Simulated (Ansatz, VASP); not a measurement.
# MgS in VASP and in Ansatz

File POSCAR:

```
MgS
1.0
    0.0000000000      2.6526756995      2.6526756995
    2.6526756995      0.0000000000      2.6526756995
    2.6526756995      2.6526756995      0.0000000000
S Mg
1 1
Direct
    0.5000000000      0.5000000000      0.5000000000
    0.0000000000      0.0000000000      0.0000000000
```

INCAR.step1

```
PREC = Accurate ; ENCUT = 520
EDIFF = 1E-5 ; ISMEAR = -1
SIGMA = 0.05 ; LREAL = False
LASPH = True ; NELM = 100
ALGO = Normal ; ISIF = 2
LWAVE = True ; LCHARG = False
NBANDS = 11 ; GGA = PE
```

INCAR.step2

```
PREC = Accurate ; ENCUT = 520
EDIFF = 1E-6 ; ISMEAR = -1
SIGMA = 0.05 ; LREAL = False
LASPH = True ; NELM = 100
ALGO = Normal ; ISIF = 2
LWAVE = False ; LCHARG = False
GGA = PE ; LHFCALC = True
AEXX = 0.25 ; PRECFOCK = Normal
NBANDS = 11 ; ISTART = 1
```

Contents of KPOINTS:

```
Automatic mesh
0
Gamma
  4 4 4
```

File input.yaml:

```yaml
crystal:
  lattice:
    - [0.0, 2.6526756995, 2.6526756995]
    - [2.6526756995, 0.0, 2.6526756995]
    - [2.6526756995, 2.6526756995, 0.0]
  atoms:
    - { symbol: S, position: [0.5, 0.5, 0.5] }
    - { symbol: Mg, position: [0.0, 0.0, 0.0] }
hamiltonian:
  xc: pbe0
  pseudopotentials: { kind: paw }
kpoints:
  mp_grid: { grid: [4, 4, 4] }
scf:
  occupations: { method: fermi_dirac, width: 0.05 }
output:
  forces: true
  stress: true
  eigenvalues: true
```

Alike in both runs: task single point; functional PBE0; k mesh 4 × 4 × 4; occupations fermi-dirac, width 0.05 eV; no spin polarisation.

|  | VASP | Ansatz |
| --- | --- | --- |
| version | VASP 6.6.1 | Ansatz 0.2.0 |
| potentials or method | VASP PAW PBE potentials, release 64 (S, Mg) | Ansatz PAW |
| plane-wave cutoff (eV) | 520 | 420 |
| valence electrons in the cell | 8 | 16 |

VASP gave:

| Property | Result |
| --- | --- |
| gap on the k mesh at the Fermi level (eV) | 4.37 |
| least direct gap on the mesh (eV) | 5.08 |
| pressure (GPa) | -4.6 |

Estimate Ansatz's values.

gap on the k mesh at the Fermi level (eV): 4.39; least direct gap on the mesh (eV): 5.07; pressure (GPa): -4.2.

VASP's potentials hold 8 valence electrons a cell and Ansatz's 16, so a difference there can come from the potentials and not from the codes.

The k mesh is coarse, so the values compare programs but aren't converged.
